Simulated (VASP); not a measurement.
# La2O3 in VASP: a series of runs, part 2 of 2

VASP 6.6.1. The steps go on from the part before.

## Step 4: Single point, PBE (17.34 Å³/atom)

This run uses another cell than the first one, of 17.34 Å³/atom.

Input file INCAR:

```
  PREC = Accurate
  ENCUT = 520
  EDIFF = 1E-6
  ISMEAR = -1
  SIGMA = 0.05
  LREAL = False
  LASPH = True
  NELM = 100
  ALGO = Normal
  ISIF = 2
  LWAVE = False
  LCHARG = False
  GGA = PE
  NBANDS = 28
```

Input file KPOINTS:

```
regular mesh
0
Gamma
  8 8 5
```

Input file POSCAR:

```
La2O3
1.0
    4.0078715265      0.0000000000      0.0000000000
   -2.0039357633      3.4709185571      0.0000000000
    0.0000000000      0.0000000000      6.2318261790
La O
2 3
Direct
    0.3333333333      0.6666666667      0.2462356800
    0.6666666667      0.3333333333      0.7537643200
    0.0000000000      0.0000000000      0.0000000000
    0.3333333333      0.6666666667      0.6458906500
    0.6666666667      0.3333333333      0.3541093500
```

Potentials or basis: VASP PAW PBE potentials, release 64 (La, O).

The run is started by

```
cat potpaw_PBE.64/La/POTCAR potpaw_PBE.64/O/POTCAR > POTCAR
mpirun -np 1 vasp_std > vasp.out
```

OUTCAR:

```text
PREC = Accurate
   ENCUT = 520
   EDIFF = 1E-6
   ISMEAR = -1
   LREAL = False
   LASPH = True
   NELM = 100
   ISIF = 2
   GGA = PE

 ion  position               nearest neighbor table
   1  0.333  0.667  0.246-   5 2.41   5 2.41   5 2.41   4 2.49   3 2.78   3 2.78   3 2.78
   2  0.667  0.333  0.754-   4 2.41   4 2.41   4 2.41   5 2.49   3 2.78   3 2.78   3 2.78
   3  0.000  0.000  0.000-   1 2.78   2 2.78   2 2.78   1 2.78   2 2.78   1 2.78
   4  0.333  0.667  0.646-   2 2.41   2 2.41   2 2.41   1 2.49
   5  0.667  0.333  0.354-   1 2.41   1 2.41   1 2.41   2 2.49

  LATTYP: Found a hexagonal cell.
 ALAT       =     4.0078715265
 C/A-ratio  =     1.5548966921

  Lattice vectors:

 A1 = (   4.0078715265,   0.0000000000,   0.0000000000)
 A2 = (  -2.0039357633,   3.4709185571,   0.0000000000)
 A3 = (   0.0000000000,   0.0000000000,   6.2318261790)

Analysis of symmetry for initial positions (statically):
=====================================================================
 Subroutine PRICEL returns:
 Original cell was already a primitive cell.

 Routine SETGRP: Setting up the symmetry group for a
 hexagonal supercell.

 Subroutine GETGRP returns: Found 12 space group operations
 (whereof 12 operations were pure point group operations)
 out of a pool of 24 trial point group operations.

The static configuration has the point symmetry D_3d.

Analysis of symmetry for dynamics (positions and initial velocities):
=====================================================================
 Subroutine PRICEL returns:
 Original cell was already a primitive cell.

 Routine SETGRP: Setting up the symmetry group for a
 hexagonal supercell.

 Subroutine GETGRP returns: Found 12 space group operations
 (whereof 12 operations were pure point group operations)
 out of a pool of 24 trial point group operations.

The dynamic configuration has the point symmetry D_3d.

 Subroutine INISYM returns: Found 12 space group operations
 (whereof 12 operations are pure point group operations),
 and found     1 'primitive' translations

----------------------------------------------------------------------------------------

                                     Primitive cell

  volume of cell :      86.6909

  direct lattice vectors                    reciprocal lattice vectors
     4.007871526  0.000000000  0.000000000     0.249508996  0.144054086  0.000000000
    -2.003935763  3.470918557  0.000000000     0.000000000  0.288108172  0.000000000
     0.000000000  0.000000000  6.231826179     0.000000000  0.000000000  0.160466607

  length of vectors
     4.007871526  4.007871527  6.231826179     0.288108172  0.288108172  0.160466607

  position of ions in fractional coordinates (direct lattice)
     0.333333333  0.666666667  0.246235680
     0.666666667  0.333333333  0.753764320
     0.000000000  0.000000000  0.000000000
     0.333333333  0.666666667  0.645890650
     0.666666667  0.333333333  0.354109350

  ion indices of the primitive-cell ions
   primitive index   ion index
                 1           1
                 2           2
                 3           3
                 4           4
                 5           5

----------------------------------------------------------------------------------------

 KPOINTS: regular mesh

Automatic generation of k-mesh.
 Grid dimensions read from file:
 generate k-points for:    8    8    5

 Generating k-lattice:

  Cartesian coordinates                     Fractional coordinates (reciprocal lattice)
     0.031188624  0.018006761  0.000000000     0.125000000  0.000000000  0.000000000
     0.000000000  0.036013521  0.000000000     0.000000000  0.125000000  0.000000000
     0.000000000  0.000000000  0.032093321     0.000000000  0.000000000  0.200000000

  Length of vectors
     0.036013521  0.036013521  0.032093321

  Shift w.r.t. Gamma in fractional coordinates (k-lattice)
     0.000000000  0.000000000  0.000000000

 Subroutine IBZKPT returns following result:
 ===========================================

 Found     40 irreducible k-points:

 Following reciprocal coordinates:
            Coordinates               Weight
  0.000000  0.000000  0.000000      1.000000
  0.125000  0.000000  0.000000      6.000000
  0.250000  0.000000  0.000000      6.000000
  0.375000  0.000000  0.000000      6.000000
  0.500000  0.000000  0.000000      3.000000
  0.125000  0.125000  0.000000      6.000000
[... 16 lines left out ...]
 -0.125000  0.500000  0.200000     12.000000
  0.250000  0.250000  0.200000     12.000000
 [... further k-points ...]
   k-points           NKPTS =     40   k-points in BZ     NKDIM =     40   number of bands    NBANDS=     28
   number of dos      NEDOS =    301   number of ions     NIONS =      5
   total plane-waves  NPLWV =  43200
   dimension x,y,z NGX =    30 NGY =   30 NGZ =   48
   dimension x,y,z NGXF=    60 NGYF=   60 NGZF=   96
   ions per type =               2   3
   NGX,Y,Z   is equivalent  to a cutoff of  12.44, 12.44, 12.80 a.u.
   NGXF,Y,Z  is equivalent  to a cutoff of  24.89, 24.89, 25.61 a.u.
 SYSTEM =  unknown system
   PREC   = accura    normal or accurate (medium, high low for compatibility)
   ISTART =      0    job   : 0-new  1-cont  2-samecut
   ICHARG =      2    charge: 1-file 2-atom 10-const
   ISPIN  =      1    spin polarized calculation?
   LNONCOLLINEAR =      F non collinear calculations
   LSORBIT =      F    spin-orbit coupling
   LASPH  =      T    aspherical Exc in radial PAW
   ENCUT  =  520.0 eV  38.22 Ry    6.18 a.u.   7.45  7.45 11.59*2*pi/ulx,y,z
   NELM   =    100;   NELMIN=  2; NELMDL= -5     # of ELM steps
   EDIFF  = 0.1E-05   stopping-criterion for ELM
   LREAL  =      F    real-space projection
[... 7 lines left out ...]
   TEBEG  =    0.0;   TEEND  =   0.0 temperature during run
   PSTRESS=    0.0 pullay stress
   NELECT =      40.0000    total number of electrons
   NUPDOWN=      -1.0000    fix difference up-down
   EMIN   =  10.00;   EMAX   =-10.00  energy-range for DOS
   EFERMI =   0.00;   METHOD = LEGACY
   ISMEAR =    -1;   SIGMA  =   0.05  broadening in eV -4-tet -1-fermi 0-gaus
   EFERMI_NEDOS =   21; number of points for ismear=-14 and -15
   IALGO  =     38    algorithm
   IMIX   =      4    mixing-type and parameters
     AMIX     =   0.40;   BMIX     =  1.00
     AMIX_MAG =   1.60;   BMIX_MAG =  1.00
  volume/ion in A,a.u.               =      17.34       117.00
  Fermi-wavevector in a.u.,A,eV,Ry     =   1.265038  2.390576 21.773698  1.600322
  Thomas-Fermi vector in A             =   2.398312
   LORBIT       =      0    0 simple, 1 ext, 2 COOP (PROOUT), +10 PAW based schemes
   GGA     = PE    functional components
   LHFCALC =     F    Hartree Fock is set to
   AEXX    =    0.0000 exact exchange contribution
   IVDW    =     0    specifies the selected vdW correction
   LEPSILON=     F    determine dielectric tensor
   LRPA    =     F    only Hartree local field effects (RPA)
 non-spin polarized calculation
  energy-cutoff  :      520.00
  volume of cell :       86.69
 maximum number of plane-waves:      2357
 NGX is ok and might be reduce to    30
   NGX = 15   NGY = 15   NGZ = 23

 number of electron      40.0000003 magnetization

 Free energy of the ion-electron system (eV)
  ---------------------------------------------------
  ext. energy  EPLUGINS =         0.00000000
  ---------------------------------------------------
  free energy    TOTEN  =       -41.75741794 eV

  energy without entropy =      -41.75741794  energy(sigma->0) =      -41.75741794

 E-fermi :   6.6180     XC(G=0): -10.1892

 val. band max:        5.3834142818   @ k =   0.5000   0.0000   0.4000
 cond. band min:       9.1838927240   @ k =   0.5000   0.0000   0.0000
 fundamental gap:      3.8004784422
 Fermi energy:         6.6180363009

 k-point     1 :       0.0000    0.0000    0.0000
  band No.  band energies     occupation
      1     -24.6023      2.00000
      2     -24.4177      2.00000
      3     -11.2876      2.00000
      4     -10.1018      2.00000
      5      -9.7186      2.00000
      6      -8.0796      2.00000
[... 20 lines left out ...]
     27      10.4814      0.00000
[... 691 lines left out ...]
      6      -8.4487      2.00000
[... 20 lines left out ...]
     27      10.4891      0.00000
     28      10.5423      0.00000

 [... further k-points ...]

------------------------ aborting loop because EDIFF is reached ----------------------------------------

  FORCE on cell =-STRESS in cart. coord.  units (eV):
  Direction    XX          YY          ZZ          XY          YZ          ZX
  --------------------------------------------------------------------------------------
  -------------------------------------------------------------------------------------
  Total       -3.2978620     -3.2978620     -2.2276767      0.0000000      0.0000000     -0.0000000
  in kB      -60.9494117    -60.9494117    -41.1707891      0.0000000      0.0000000     -0.0000000
  external PRESSURE =     -54.3565375 kB  Pullay stress =       0.0000000 kB

 VOLUME and BASIS-vectors are now :
 -----------------------------------------------------------------------------
  energy-cutoff  :      520.00
  volume of cell :       86.69
      direct lattice vectors                 reciprocal lattice vectors
     4.007871526  0.000000000  0.000000000     0.249508996  0.144054086  0.000000000
    -2.003935763  3.470918557  0.000000000     0.000000000  0.288108172  0.000000000
     0.000000000  0.000000000  6.231826179     0.000000000  0.000000000  0.160466607

 POSITION                                       TOTAL-FORCE (eV/Angst)
 -----------------------------------------------------------------------------------
     -0.00000      2.31395      1.53450        -0.000000      0.000000      0.399619
      2.00394      1.15697      4.69733         0.000000     -0.000000     -0.399619
      0.00000      0.00000      0.00000         0.000000      0.000000      0.000000
     -0.00000      2.31395      4.02508        -0.000000      0.000000      0.072186
      2.00394      1.15697      2.20675         0.000000      0.000000     -0.072186
 -----------------------------------------------------------------------------------
    total drift:                               -0.000000      0.000000      0.000000

  FREE ENERGIE OF THE ION-ELECTRON SYSTEM (eV)
  ---------------------------------------------------
  free  energy   TOTEN  =       -41.7574179412 eV

  energy  without entropy=      -41.7574179412  energy(sigma->0) =      -41.75741794
```

stdout:

```text
POSCAR found type information on POSCAR LaO
 POSCAR found :  2 types and       5 ions
 scaLAPACK will be used
 LDA part: xc-table for (Slater+PW92), standard interpolation
 POSCAR, INCAR and KPOINTS ok, starting setup
 FFT: planning ... GRIDC
 FFT: planning ... GRID_SOFT
 FFT: planning ... GRID
 WAVECAR not read
 entering main loop
```

It took 2 min on 1 thread of Intel Xeon Platinum 8259CL at 2.50GHz (Skylake/Cascade Lake), shared host; peak memory 0.26 GiB.

What came out:

```yaml
Free_energy: -41.7574 eV
Pressure: -5.4 GPa
Largest_force: 0.400 eV/Å
Band_gap_on_the_k_mesh: 3.80 eV (least direct gap 4.01 eV)
```

Forces on the atoms (eV/Å):
```
La   0.000  0.000  0.400
La   0.000  0.000 -0.400
O    0.000  0.000  0.000
O    0.000  0.000  0.072
O    0.000  0.000 -0.072
```

Caveat: the cell stands under tension; spin-orbit coupling is left out, which moves the levels of the heavy elements.

## Step 5: Single point, PBE (atoms moved at random)

Input file INCAR:

```
PREC = Accurate
ENCUT = 520
EDIFF = 1E-7
ISMEAR = -1
SIGMA = 0.05
LREAL = F
LASPH = T
NELM = 60
ALGO = Normal
ISIF = 2
LWAVE = F
LCHARG = F
GGA = PE
NBANDS = 28
```

KPOINTS is that of step 4.

Input file POSCAR:

```
La2O3
1.0
    3.9307778780      0.0000000000      0.0000000000
   -1.9653889390      3.4041534990      0.0000000000
    0.0000000000      0.0000000000      6.1119535200
La O
2 3
Direct
    0.3394670000      0.6588080000      0.2459800000
    0.6754630000      0.3387370000      0.7552280000
    0.0055620000      0.0024750000     -0.0033560000
    0.3362110000      0.6643290000      0.6501560000
    0.6719440000      0.3266460000      0.3569860000
```

Potentials or basis: VASP PAW PBE potentials, release 64 (La, O).

The run is started by

```
cat potpaw_PBE.64/La/POTCAR potpaw_PBE.64/O/POTCAR > POTCAR
mpirun -np 1 vasp_std > vasp.out
```

OUTCAR:

```text
PREC = Accurate
   ENCUT = 520
   EDIFF = 1E-7
   ISMEAR = -1
   LREAL = F
   LASPH = T
   NELM = 60
   ISIF = 2
   GGA = PE

 ion  position               nearest neighbor table
   1  0.339  0.659  0.246-   5 2.36   5 2.37   5 2.37   4 2.47   3 2.70   3 2.73   3 2.76
   2  0.675  0.339  0.755-   4 2.34   4 2.35   4 2.38   5 2.43   3 2.70   3 2.71   3 2.72
   3  0.006  0.002  0.997-   2 2.70   1 2.70   2 2.71   2 2.72   1 2.73   1 2.76
   4  0.336  0.664  0.650-   2 2.34   2 2.35   2 2.38   1 2.47
   5  0.672  0.327  0.357-   1 2.36   1 2.37   1 2.37   2 2.43

  LATTYP: Found a hexagonal cell.
 ALAT       =     3.9307778780
 C/A-ratio  =     1.5548966921

  Lattice vectors:

 A1 = (   3.9307778780,   0.0000000000,   0.0000000000)
 A2 = (  -1.9653889390,   3.4041534990,   0.0000000000)
 A3 = (   0.0000000000,   0.0000000000,   6.1119535200)

Analysis of symmetry for initial positions (statically):
=====================================================================
 Subroutine PRICEL returns:
 Original cell was already a primitive cell.

 Routine SETGRP: Setting up the symmetry group for a
[... 175 lines left out ...]

 val. band max:        5.9597201291   @ k =  -0.2500   0.5000   0.4000
 cond. band min:       9.8208376165   @ k =   0.5000   0.0000   0.0000
 fundamental gap:      3.8611174874
 Fermi energy:         7.0700479855

 k-point     1 :       0.0000    0.0000    0.0000
  band No.  band energies     occupation
      1     -23.8757      2.00000
      2     -23.5730      2.00000
      3     -10.9472      2.00000
      4      -9.6913      2.00000
      5      -9.2779      2.00000
      6      -7.3543      2.00000
[... 733 lines left out ...]
     27      11.3702      0.00000
     28      11.4217      0.00000

 [... further k-points ...]

------------------------ aborting loop because EDIFF is reached ----------------------------------------

  FORCE on cell =-STRESS in cart. coord.  units (eV):
  Direction    XX          YY          ZZ          XY          YZ          ZX
  --------------------------------------------------------------------------------------
  -------------------------------------------------------------------------------------
  Total        0.9492241      0.5260603      0.8394606      0.0000987     -0.1756254      0.0409198
  in kB       18.5956633     10.3057214     16.4453541      0.0019332     -3.4405689      0.8016342
  external PRESSURE =      15.1155796 kB  Pullay stress =       0.0000000 kB

 VOLUME and BASIS-vectors are now :
 -----------------------------------------------------------------------------
  energy-cutoff  :      520.00
  volume of cell :       81.78
      direct lattice vectors                 reciprocal lattice vectors
     3.930777878  0.000000000  0.000000000     0.254402571  0.146879393  0.000000000
    -1.965388939  3.404153499  0.000000000     0.000000000  0.293758786  0.000000000
     0.000000000  0.000000000  6.111953520     0.000000000  0.000000000  0.163613810

 POSITION                                       TOTAL-FORCE (eV/Angst)
 -----------------------------------------------------------------------------------
      0.03956      2.24268      1.50342        -0.052958      0.063212      0.161749
      1.98935      1.15311      4.61592        -0.016202     -0.180510     -0.005063
      0.01700      0.00843      6.09144         0.015449     -0.052741      0.249392
      0.01591      2.26148      3.97372         0.078791      0.100683     -0.200735
      1.99928      1.11195      2.18188        -0.025079      0.069355     -0.205343
 -----------------------------------------------------------------------------------
    total drift:                                0.000476      0.000143     -0.000180

  FREE ENERGIE OF THE ION-ELECTRON SYSTEM (eV)
  ---------------------------------------------------
  free  energy   TOTEN  =       -41.8055013102 eV

  energy  without entropy=      -41.8055013101  energy(sigma->0) =      -41.80550131
```

OSZICAR:

```text
N       E                     dE             d eps       ncg     rms          rms(c)
DAV:   1     0.478266893688E+03    0.47827E+03   -0.15495E+04  9384   0.219E+03
DAV:   2     0.852598991248E+02   -0.39301E+03   -0.37320E+03 12032   0.356E+02
DAV:   3    -0.328095759817E+02   -0.11807E+03   -0.11341E+03 14840   0.198E+02
DAV:   4    -0.465549876159E+02   -0.13745E+02   -0.13709E+02 15384   0.721E+01
DAV:   5    -0.474734811631E+02   -0.91849E+00   -0.91774E+00 15824   0.205E+01    0.149E+01
DAV:   6    -0.418274282168E+02    0.56461E+01   -0.49515E+01 14528   0.379E+01    0.753E+00
DAV:   7    -0.418051350236E+02    0.22293E-01   -0.52478E+00 17616   0.205E+01    0.350E+00
DAV:   8    -0.418087180336E+02   -0.35830E-02   -0.62502E-01 16024   0.610E+00    0.120E+00
DAV:   9    -0.418016114654E+02    0.71066E-02   -0.11213E-01 16392   0.240E+00    0.327E-01
DAV:  10    -0.418041237939E+02   -0.25123E-02   -0.23815E-02 16096   0.996E-01    0.159E-01
DAV:  11    -0.418053904182E+02   -0.12666E-02   -0.71231E-03 16936   0.596E-01    0.119E-01
DAV:  12    -0.418054503070E+02   -0.59889E-04   -0.23685E-03 15448   0.285E-01    0.496E-02
DAV:  13    -0.418055013083E+02   -0.51001E-04   -0.97329E-04 15944   0.193E-01    0.263E-02
DAV:  14    -0.418054985575E+02    0.27508E-05   -0.11734E-04 15944   0.874E-02    0.750E-03
DAV:  15    -0.418055011353E+02   -0.25778E-05   -0.15715E-05 14744   0.255E-02    0.392E-03
DAV:  16    -0.418055013647E+02   -0.22946E-06   -0.35993E-06 15984   0.142E-02    0.209E-03
DAV:  17    -0.418055013102E+02    0.54518E-07   -0.45670E-07 12200   0.535E-03
   1 F= -.41805501E+02 E0= -.41805501E+02  d E =-.729550E-10
```

stdout:

```text
POSCAR found type information on POSCAR LaO
 POSCAR found :  2 types and       5 ions
 scaLAPACK will be used
 LDA part: xc-table for (Slater+PW92), standard interpolation
 POSCAR, INCAR and KPOINTS ok, starting setup
 FFT: planning ... GRIDC
 FFT: planning ... GRID_SOFT
 FFT: planning ... GRID
 WAVECAR not read
 entering main loop
```

It took 7.7 min on 1 thread of Intel Xeon Platinum 8259CL at 2.50GHz (Skylake/Cascade Lake), shared host; peak memory 0.46 GiB.

What came out:

```
Free energy            : -41.8055 eV
Pressure               : 1.5 GPa
Largest force          : 0.255 eV/Å
Band gap on the k mesh : 3.86 eV (least direct gap 4.05 eV)
```

Forces in eV/Å, atoms in the order of the input:
```
La  -0.053  0.063  0.162
La  -0.016 -0.181 -0.005
O    0.015 -0.053  0.249
O    0.079  0.101 -0.201
O   -0.025  0.069 -0.205
```

Stress tensor (GPa, compression positive):
```
 1.86  0.00  0.08
 0.00  1.03 -0.34
 0.08 -0.34  1.64
```

Caveat: the cell differs from its parent crystal (atoms moved at random); spin-orbit coupling is left out, which moves the levels of the heavy elements.

## Step 6: Summary

```csv
cell,gap on the mesh (eV),pressure (GPa),largest force (eV/Å)
"a = 3.851, b = 3.851, c = 5.987 Å, angles 90.0, 90.0, 120.0°, 5 atoms, atomic positions A",3.93,11.2,0.51
"a = 3.904, b = 3.904, c = 6.071 Å, angles 90.0, 90.0, 120.0°, 5 atoms, atomic positions A",3.91,4.5,0.16
"a = 4.008, b = 4.008, c = 6.232 Å, angles 90.0, 90.0, 120.0°, 5 atoms, atomic positions A",3.80,-5.4,0.40
"a = 3.931, b = 3.931, c = 6.112 Å, angles 90.0, 90.0, 120.0°, 5 atoms, atomic positions B",3.86,1.5,0.26
```

Alike in all rows: task single point; level PBE; potentials or basis VASP PAW PBE potentials, release 64 (La, O); no spin polarisation; k mesh 8 × 8 × 5; cutoff (eV) 520; smearing fermi-dirac 0.05 eV.

Caveats: spin-orbit coupling is left out, which moves the levels of the heavy elements; the cell stands under pressure (at least some runs); the cell stands under tension (at least some runs).

Total energies depend on the potentials used, so only differences within one code and one set of settings carry meaning.
